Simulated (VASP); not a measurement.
# Co (Fd-3m) in VASP: notebook

Co is run at these levels: LDA; tasks: single point.

Program: VASP 6.6.1. These are calculated values, not measurements. Logs are shortened: lines on timing, memory, paths and dates and some standing lists are left out, and cuts for length are marked.

## 1. The cell of the first run

The structure is cubic, space group Fd-3m (No. 227). The conventional cell has a = 6.258 Å, b = 6.258 Å, c = 6.258 Å, α = 90.00°, β = 90.00°, γ = 90.00°. Co (site symmetry -43m) has 16 Co at 2.59 to 2.71 Å within 3.4 Å. Co (site symmetry -3m) has 12 Co at 2.21 to 2.59 Å within 2.9 Å.

This isn't the form of Co at room conditions, which is hcp.

## 2. Single point, LDA, collinear spin, ferromagnetic start

INCAR

```
ALGO = Normal ; EDIFF = 1E-6
ENCUT = 690 ; GGA = CA
GGA_COMPAT = F ; ISIF = 2
ISMEAR = -1 ; ISPIN = 2
LASPH = T ; LCHARG = F
LMAXMIX = 4 ; LORBIT = 11
LREAL = F ; LWAVE = F
MAGMOM = 1.8 1.8 1.8 1.8 1.8 1.8 ; NBANDS = 64
NELM = 200 ; PREC = Accurate
SIGMA = 0.15
```

KPOINTS

```
k-points
0
Gamma
  6 6 6
```

POSCAR

```
Co
1.0
    0.0000000000      3.1291800570      3.1291800570
    3.1291800570      0.0000000000      3.1291800570
    3.1291800570      3.1291800570      0.0000000000
Co
6
Direct
    0.2500000000      0.2500000000      0.2500000000
    0.0000000000      0.0000000000      0.0000000000
    0.6250000000      0.6250000000      0.1250000000
    0.6250000000      0.1250000000      0.6250000000
    0.1250000000      0.6250000000      0.6250000000
    0.6250000000      0.6250000000      0.6250000000
```

Potentials or basis: VASP PAW LDA potentials, release 64 (Co_sv).

Launch:

```bash
$ cat potpaw_LDA.64/Co_sv/POTCAR > POTCAR
$ mpirun -np 1 vasp_std > vasp.out
```

OUTCAR:

```text
EDIFF = 1E-6
   ENCUT = 690
   GGA = CA
   ISIF = 2
   ISMEAR = -1
   ISPIN = 2
   LASPH = T
   LORBIT = 11
   LREAL = F
   NELM = 200
   PREC = Accurate

 ion  position               nearest neighbor table
   1  0.250  0.250  0.250-
   2  0.000  0.000  0.000-
   3  0.625  0.625  0.125-   6 2.21   4 2.21   5 2.21   6 2.21   4 2.21   5 2.21
   4  0.625  0.125  0.625-   6 2.21   3 2.21   3 2.21   5 2.21   6 2.21   5 2.21
   5  0.125  0.625  0.625-   6 2.21   3 2.21   4 2.21   3 2.21   4 2.21   6 2.21
   6  0.625  0.625  0.625-   3 2.21   4 2.21   5 2.21   3 2.21   4 2.21   5 2.21

  LATTYP: Found a face centered cubic cell.
 ALAT       =     6.2583601140

  Lattice vectors:

 A1 = (   0.0000000000,   3.1291800570,   3.1291800570)
 A2 = (   3.1291800570,   0.0000000000,   3.1291800570)
 A3 = (   3.1291800570,   3.1291800570,   0.0000000000)

Analysis of symmetry for initial positions (statically):
=====================================================================
 Subroutine PRICEL returns:
 Original cell was already a primitive cell.

 Routine SETGRP: Setting up the symmetry group for a
 face centered cubic supercell.

 Subroutine GETGRP returns: Found 48 space group operations
 (whereof 24 operations were pure point group operations)
 out of a pool of 48 trial point group operations.

The static configuration has the point symmetry T_d .
 The point group associated with its full space group is O_h .

Analysis of symmetry for dynamics (positions and initial velocities):
=====================================================================
 Subroutine PRICEL returns:
 Original cell was already a primitive cell.

 Routine SETGRP: Setting up the symmetry group for a
 face centered cubic supercell.

 Subroutine GETGRP returns: Found 48 space group operations
 (whereof 24 operations were pure point group operations)
 out of a pool of 48 trial point group operations.

The dynamic configuration has the point symmetry T_d .
 The point group associated with its full space group is O_h .

Analysis of structural, dynamic, and magnetic symmetry:
=====================================================================
 Subroutine PRICEL returns:
 Original cell was already a primitive cell.

 Routine SETGRP: Setting up the symmetry group for a
 face centered cubic supercell.

 Subroutine GETGRP returns: Found 48 space group operations
 (whereof 24 operations were pure point group operations)
 out of a pool of 48 trial point group operations.

[... 135 lines left out ...]
 NGX is ok and might be reduce to    40
   NGX = 19   NGY = 19   NGZ = 19

 number of electron     102.0000000 magnetization      10.8000000

 number of electron     101.9999947 magnetization       8.3839948

 Free energy of the ion-electron system (eV)
  ---------------------------------------------------
  ext. energy  EPLUGINS =         0.00000000
  ---------------------------------------------------
  free energy    TOTEN  =       -47.81607732 eV

  energy without entropy =      -47.18602840  energy(sigma->0) =      -47.50105286

 E-fermi :  12.7738     XC(G=0): -14.6679

 val. band max:       12.7706734360   @ k =   0.5000   0.1667   0.0000
 cond. band min:      12.7793454464   @ k =  -0.3333   0.1667   0.0000
 fundamental gap:      0.0086720104
 Fermi energy:        12.7737800907

 spin component 1

 k-point     1 :       0.0000    0.0000    0.0000
  band No.  band energies     occupation
      1     -82.3969      1.00000
      2     -82.2318      1.00000
      3     -82.2318      1.00000
      4     -82.2318      1.00000
      5     -82.1880      1.00000
      6     -82.1788      1.00000
[... 1045 lines left out ...]
     62      21.6812      0.00000
     63      25.7274      0.00000
 Fermi energy:        12.7737800907

 spin component 2

 k-point     1 :       0.0000    0.0000    0.0000
  band No.  band energies     occupation
      1     -80.8923      1.00000
      2     -80.7214      1.00000
      3     -80.7214      1.00000
      4     -80.7214      1.00000
      5     -80.3300      1.00000
      6     -80.3183      1.00000
[... 1045 lines left out ...]
     62      22.3319      0.00000
     63      26.2069      0.00000
 [bands above 63 left out]

------------------------ aborting loop because EDIFF is reached ----------------------------------------

  FORCE on cell =-STRESS in cart. coord.  units (eV):
  Direction    XX          YY          ZZ          XY          YZ          ZX
  --------------------------------------------------------------------------------------
  -------------------------------------------------------------------------------------
  Total        2.3140510      2.3140510      2.3140510     -0.0000000     -0.0000000      0.0000000
  in kB       60.5009028     60.5009028     60.5009028     -0.0000000     -0.0000000      0.0000000
  external PRESSURE =      60.5009028 kB  Pullay stress =       0.0000000 kB

 VOLUME and BASIS-vectors are now :
 -----------------------------------------------------------------------------
  energy-cutoff  :      690.00
  volume of cell :       61.28
      direct lattice vectors                 reciprocal lattice vectors
     0.000000000  3.129180057  3.129180057    -0.159786267  0.159786267  0.159786267
     3.129180057  0.000000000  3.129180057     0.159786267 -0.159786267  0.159786267
     3.129180057  3.129180057  0.000000000     0.159786267  0.159786267 -0.159786267

 POSITION                                       TOTAL-FORCE (eV/Angst)
 -----------------------------------------------------------------------------------
      1.56459      1.56459      1.56459        -0.000000      0.000000      0.000000
      0.00000      0.00000      0.00000         0.000000     -0.000000     -0.000000
      2.34689      2.34689      3.91148         0.000000     -0.000000      0.000000
      2.34689      3.91148      2.34689         0.000000     -0.000000      0.000000
      3.91148      2.34689      2.34689         0.000000     -0.000000      0.000000
      3.91148      3.91148      3.91148         0.000000     -0.000000      0.000000
 -----------------------------------------------------------------------------------
    total drift:                                0.000000      0.000000      0.000000

  FREE ENERGIE OF THE ION-ELECTRON SYSTEM (eV)
  ---------------------------------------------------
  free  energy   TOTEN  =       -47.8160773201 eV

  energy  without entropy=      -47.1860284033  energy(sigma->0) =      -47.50105286

 total charge

# of ion       s       p       d       tot
------------------------------------------
    1        2.212   6.100   6.702  15.014
    2        2.212   6.100   6.702  15.014
    3        2.295   6.160   6.781  15.236
    4        2.295   6.160   6.781  15.236
    5        2.295   6.160   6.781  15.236
    6        2.295   6.160   6.781  15.236
--------------------------------------------------
tot         13.605  36.840  40.527  90.971

 magnetization (x)

# of ion       s       p       d       tot
------------------------------------------
    1       -0.002  -0.006   1.643   1.635
    2       -0.002  -0.006   1.643   1.635
    3       -0.003  -0.010   1.322   1.309
    4       -0.003  -0.010   1.322   1.309
    5       -0.003  -0.010   1.322   1.309
    6       -0.003  -0.010   1.322   1.309
--------------------------------------------------
tot         -0.014  -0.051   8.572   8.507
```

OSZICAR:

```text
N       E                     dE             d eps       ncg     rms          rms(c)
DAV:   1     0.299646268226E+04    0.29965E+04   -0.54109E+04  5408   0.664E+03
DAV:   2     0.782016465870E+03   -0.22144E+04   -0.21445E+04  5624   0.181E+03
DAV:   3     0.446812443579E+02   -0.73734E+03   -0.71126E+03  6232   0.911E+02
DAV:   4    -0.458127856973E+02   -0.90494E+02   -0.89043E+02  6512   0.362E+02
DAV:   5    -0.542518422306E+02   -0.84391E+01   -0.84309E+01  6608   0.178E+02    0.335E+01
DAV:   6    -0.608017475511E+02   -0.65499E+01   -0.84203E+01  6416   0.168E+02    0.657E+01
DAV:   7    -0.516246283111E+02    0.91771E+01   -0.36862E+01  6448   0.125E+02    0.390E+01
DAV:   8    -0.492086302510E+02    0.24160E+01   -0.23244E+01  6016   0.677E+01    0.221E+01
DAV:   9    -0.477527929908E+02    0.14558E+01   -0.39006E+00  6120   0.337E+01    0.483E+00
DAV:  10    -0.478135352183E+02   -0.60742E-01   -0.55880E-01  6496   0.860E+00    0.238E+00
DAV:  11    -0.478147425234E+02   -0.12073E-02   -0.56806E-02  7192   0.352E+00    0.115E+00
DAV:  12    -0.478151939178E+02   -0.45139E-03   -0.84094E-03  6008   0.157E+00    0.815E-01
DAV:  13    -0.478159090764E+02   -0.71516E-03   -0.73828E-04  7208   0.677E-01    0.564E-01
DAV:  14    -0.478160671054E+02   -0.15803E-03   -0.83592E-04  6840   0.921E-01    0.139E-01
DAV:  15    -0.478160803657E+02   -0.13260E-04   -0.56004E-04  6432   0.226E-01    0.920E-02
DAV:  16    -0.478160736175E+02    0.67482E-05   -0.64657E-05  6576   0.132E-01    0.475E-02
DAV:  17    -0.478160769774E+02   -0.33599E-05   -0.27772E-05  5168   0.121E-01    0.263E-02
DAV:  18    -0.478160773201E+02   -0.34272E-06   -0.19197E-06  3424   0.229E-02
   1 F= -.47816077E+02 E0= -.47501053E+02  d E =-.630049E+00  mag=     8.3859
```

stdout:

```text
POSCAR found type information on POSCAR Co
 POSCAR found :  1 types and       6 ions
 scaLAPACK will be used
 LDA part: xc-table for (Slater(with rela. corr.)+CA(PZ))
 , standard interpolation
 POSCAR, INCAR and KPOINTS ok, starting setup
 FFT: planning ... GRIDC
 FFT: planning ... GRID_SOFT
 FFT: planning ... GRID
 WAVECAR not read
 entering main loop
```

Wall time 2.9 min (1 thread of Intel Xeon 6975P-C (Granite Rapids), shared host); peak memory 0.27 GiB.

What came out:

| Quantity | Value |
| --- | --- |
| Free energy | -47.8161 eV |
| Pressure | 6.1 GPa |
| Net moment | 8.38 μB per cell |
| Site moments | Co +1.64, +1.31 (each value once) μB |
| Valence electrons inside the program's atomic spheres | Co 15.01, 15.24 (each value once) |

Levels at points of the mesh, in eV from the Fermi level:
Spin up:
```tsv
k point	band 53	band 54	band 55	band 56	band 57	band 58
(0.00, 0.00, 0.00)	0.39	0.39	0.39	1.42	3.14	3.14
(0.50, 0.00, 0.00)	-0.86	-0.57	-0.57	0.39	2.42	2.69
(0.50, 0.50, 0.00)	-1.00	-1.00	-0.81	-0.81	1.80	1.80
```
Spin down:
| k point | band 43 | band 44 | band 45 | band 46 | band 47 | band 48 | band 49 | band 50 |
| --- | --- | --- | --- | --- | --- | --- | --- | --- |
| (0.00, 0.00, 0.00) | -0.67 | -0.67 | 0.04 | 0.04 | 0.04 | 0.53 | 0.53 | 0.53 |
| (0.50, 0.00, 0.00) | -0.72 | -0.72 | -0.38 | -0.38 | -0.34 | -0.03 | 0.11 | 0.19 |
| (0.50, 0.50, 0.00) | -0.58 | -0.58 | -0.31 | -0.31 | -0.24 | -0.24 | 0.38 | 0.38 |

Caveat: the cell stands under pressure.

## 3. Single point, LDA, collinear spin, ferromagnetic start

This run uses another cell than the first one, of 11.10 Å³/atom.

INCAR

```
SYSTEM = Co
  PREC = Accurate
  ENCUT = 690
  EDIFF = 1E-6
  ISMEAR = -1
  SIGMA = 0.15
  LREAL = .FALSE.
  LASPH = .TRUE.
  NELM = 200
  ALGO = Normal
  ISIF = 2
  LWAVE = .FALSE.
  LCHARG = .FALSE.
  ISPIN = 2
  MAGMOM = 1.8 1.8 1.8 1.8 1.8 1.8
  LORBIT = 11
  LMAXMIX = 4
  NBANDS = 64
  GGA_COMPAT = .FALSE.
```

KPOINTS

```
regular mesh
0
G
  6 6 6
  0 0 0
```

Edit POSCAR of step 2 so:

```diff
@@ -2,5 +2,5 @@
 1.0
-    0.0000000000      3.1291800570      3.1291800570
-    3.1291800570      0.0000000000      3.1291800570
-    3.1291800570      3.1291800570      0.0000000000
+    0.0000000000      3.2173720000      3.2173720000
+    3.2173720000      0.0000000000      3.2173720000
+    3.2173720000      3.2173720000      0.0000000000
 Co
```

Potentials or basis: VASP PAW LDA potentials, release 64 (Co_sv).

Launch:

```bash
$ cat potpaw_LDA.64/Co_sv/POTCAR > POTCAR
$ mpirun -np 1 vasp_std > vasp.out
```

It took 5.5 min on 1 thread of Intel Xeon Platinum 8259CL at 2.50GHz (Skylake/Cascade Lake), shared host; peak memory 0.28 GiB.

It converged, with:

```
Free energy                                           : -47.7158 eV
Pressure                                              : -12.4 GPa
Net moment                                            : 9.09 μB per cell
Site moments                                          : Co +1.70, +1.47 (each value once) μB
Valence electrons inside the program's atomic spheres : Co 14.97, 15.15 (each value once)
```

Levels at points of the mesh, in eV from the Fermi level:
Spin up:
```tsv
k point	band 52	band 53	band 54	band 55	band 56	band 57	band 58	band 59
(0.00, 0.00, 0.00)	-0.78	0.13	0.13	0.13	1.18	2.86	2.86	2.86
(0.50, 0.00, 0.00)	-0.98	-0.98	-0.71	-0.71	0.13	2.06	2.44	2.44
(0.50, 0.50, 0.00)	-1.18	-1.08	-1.08	-0.95	-0.95	1.50	1.50	2.20
```
Spin down:
```
           k point  band 43  band 44  band 45  band 46  band 47  band 48  band 49  band 50
(0.00, 0.00, 0.00)    -0.55    -0.55     0.10     0.10     0.10     0.55     0.55     0.55
(0.50, 0.00, 0.00)    -0.58    -0.58    -0.27    -0.27    -0.27     0.04     0.14     0.25
(0.50, 0.50, 0.00)    -0.47    -0.47    -0.20    -0.20    -0.13    -0.13     0.39     0.39
```

Caveat: the cell stands under tension.
